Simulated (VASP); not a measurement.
Input of a VASP 6.6.1 run:

Contents of INCAR:

```
PREC = Accurate
ENCUT = 600
EDIFF = 1E-6
ISMEAR = 0
SIGMA = 0.1
LREAL = F
LASPH = T
NELM = 80
ALGO = Normal
ISIF = 3
LWAVE = F
LCHARG = F
GGA = PE
IBRION = 2
NSW = 90
EDIFFG = -0.04
```

The input KPOINTS:

```
regular mesh
0
Gamma
  6 6 2
```

The input POSCAR:

```
Ga2BAs3
1.0
    3.5386472400      0.0000000000      0.0000000000
    0.0000000000      3.5386472400      0.0000000000
    0.0000000000      0.0000000000     11.2051749700
Ga B As
2 1 3
Direct
    0.0000000000      0.0000000000      0.3334420000
    0.0000000000      0.0000000000      0.6665580000
    0.0000000000      0.0000000000      0.0000000000
    0.5000000000      0.5000000000      0.1787200000
    0.5000000000      0.5000000000      0.5000000000
    0.5000000000      0.5000000000      0.8212800000
```

Potentials or basis: VASP PAW PBE potentials, release 64 (Ga_d, B, As).

Launch:

```sh
$ cat potpaw_PBE.64/Ga_d/POTCAR potpaw_PBE.64/B/POTCAR potpaw_PBE.64/As/POTCAR > POTCAR
$ mpirun -np 1 vasp_std > vasp.out
```

**Question.** What does it give for the space group after relaxing (to 0.1 Å)?

**Answer.** P4/mmm (No. 123).

**Question.** What does it give for the relaxed volume?

**Answer.** 18.37 Å³/atom.

**Question.** What does it give for the relaxed cell?

**Answer.** a = 3.134 Å, b = 3.134 Å, c = 11.221 Å, α = 90.00°, β = 90.00°, γ = 90.00°.

Forces on the atoms (eV/Å):
```
Ga   0.000  0.000  0.020
Ga   0.000  0.000 -0.020
B    0.000  0.000  0.000
As   0.000  0.000 -0.015
As   0.000  0.000  0.000
As   0.000  0.000  0.015
```

Caveat: the volume moved by over 15 % at a fixed basis, so the end points are rough; the highest band is partly filled, so the run has too few bands.
